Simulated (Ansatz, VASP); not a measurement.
# NaF in VASP and in Ansatz

```
CELL_PARAMETERS angstrom
0.00000 2.28864 2.28864
2.28864 0.00000 2.28864
2.28864 2.28864 0.00000
ATOMIC_POSITIONS crystal
Na 0.00000 0.00000 0.00000
F 0.50000 0.50000 0.50000
```

Alike in both runs: task single point; functional PBE0; k mesh 6 × 6 × 6; occupations fermi-dirac, width 0.05 eV; no spin polarisation.

|  | VASP | Ansatz |
| --- | --- | --- |
| version | VASP 6.6.1 | Ansatz 0.2.0 |
| potentials or method | VASP PAW PBE potentials, release 64 (Na_pv, F) | Ansatz PAW |
| plane-wave cutoff (eV) | 520 | 420 |
| valence electrons in the cell | 14 | 16 |

Ansatz gave:

```
gap on the k mesh at the Fermi level (eV) : 9.47
least direct gap on the mesh (eV)         : 9.47
pressure (GPa)                            : 2.1
```

What did VASP give for the same quantities?

gap on the k mesh at the Fermi level (eV): 9.45; least direct gap on the mesh (eV): 9.45; pressure (GPa): 2.2.

VASP's potentials hold 14 valence electrons a cell and Ansatz's 16, so a difference there can come from the potentials and not from the codes.
